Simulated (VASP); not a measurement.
Write the native input for VASP 6.6.1 that does the following.

- Task: single point
- Functional: PBEsol
- Potentials or basis: VASP PAW PBE potentials, release 64 (In_d, Ga_d, As, P)
- Cutoff: 520 eV
- k mesh: 6 × 6 × 6
- Occupations: gaussian, width 0.1 eV
- Spin: no spin polarisation
- Dipole correction: no
- Further INCAR settings: ALGO = Normal; EDIFF = 1e-06; NBANDS = 46

The structure of In2Ga2As3P lies in POSCAR:

```
In2Ga2As3P
1.0
    4.1104628607     -4.0960064620      0.0000000000
    4.1104628607      4.0960064620      0.0000000000
    0.0000000000      0.0000000000      5.8510907096
In Ga As P
2 2 3 1
Direct
   -0.0040628566     -0.0040628566      0.5046463887
    0.5040628566      0.5040628566      0.5046463887
   -0.0048256397      0.5048256397     -0.0040804976
    0.5048256397     -0.0048256397     -0.0040804976
    0.2500000000      0.2500000000      0.7696832902
    0.7500000000      0.2500000000      0.2295621356
    0.2500000000      0.7500000000      0.2295621356
    0.7500000000      0.7500000000      0.7700606564
```

These files were run (other wordings do the same):

INCAR

```
SYSTEM = In2Ga2As3P
PREC = Accurate
ENCUT = 520
EDIFF = 1E-6
ISMEAR = 0
SIGMA = 0.1
LREAL = .False.
LASPH = .True.
NELM = 80
ALGO = Normal
ISIF = 2
LWAVE = .False.
LCHARG = .True.
GGA = PS
LELF = .True.
LVHAR = .True.
NBANDS = 46
```

KPOINTS

```
Automatic mesh
0
Gamma
  6 6 6
  0 0 0
```

Potentials or basis: VASP PAW PBE potentials, release 64 (In_d, Ga_d, As, P).

Command:

```console
$ cat potpaw_PBE.64/In_d/POTCAR potpaw_PBE.64/Ga_d/POTCAR potpaw_PBE.64/As/POTCAR potpaw_PBE.64/P/POTCAR > POTCAR
$ mpirun -np 1 vasp_std > vasp.out
```

Results of the run:

The pressure is 0.1 GPa, the largest force is 0.013 eV/Å and the band gap on the k mesh is 0.05 eV.

Caveat: the PAW data sets were made with another functional, which shifts forces and pressure a little; spin-orbit coupling is left out, which moves the levels of the heavy elements.

Wall time 13 min on 1 thread of Intel Xeon 8259CL (shared host), peak memory 0.62 GiB.
